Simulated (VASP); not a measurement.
Ag:

```
Ag
1.0
     0.00000    2.07359    2.07359
     2.07359    0.00000    2.07359
     2.07359    2.07359    0.00000
Ag
1
Direct
  0.00000 0.00000 0.00000
```

| Property | Result |
| --- | --- |
| Program | VASP 6.6.1 |
| Task | relaxation of cell and atoms |
| Functional | PBEsol |
| Potentials or basis | VASP PAW PBE potentials, release 64 (Ag) |
| Cutoff | 600 eV |
| k mesh | 18 × 18 × 18 |
| Occupations | gaussian, width 0.1 eV |
| Spin | no spin polarisation |

At the start: pressure -6.8 GPa; volume 17.83 Å³/atom.

Problem. Where does the relaxation end?

Solution. Over 14 steps the energy falls by 27.7 meV/atom and the volume is 16.64 Å³/atom (-6.7 %); space group Fm-3m (No. 225, to 0.05 Å).

Step by step:
```
step  energy change (eV)  largest force (eV/Å)  pressure (GPa)  volume (Å³)
   1              0.0000                0.0000           -6.76        17.83
   2             -0.0164                0.0000            5.63        15.96
   3             -0.0277                0.0000            0.13        16.63
   4             -0.0277                0.0000           -0.16        16.66
   5             -0.0277                0.0000           -0.15        16.66
   6             -0.0277                0.0000           -0.13        16.65
   7             -0.0277                0.0000           -0.14        16.65
   8             -0.0277                0.0000           -0.14        16.65
   9             -0.0277                0.0000           -0.14        16.65
  10             -0.0277                0.0000           -0.13        16.65
  11             -0.0277                0.0000           -0.12        16.65
  12             -0.0277                0.0000           -0.11        16.65
  13             -0.0277                0.0000           -0.08        16.65
  14             -0.0277                0.0000           -0.04        16.64
```

Final structure:
```
Ag
1.0
     0.00000    2.02633    2.02633
     2.02633    0.00000    2.02633
     2.02633    2.02633    0.00000
Ag
1
Direct
  0.00000 0.00000 0.00000
```

Caveat: the PAW data sets were made with another functional, which shifts forces and pressure a little.
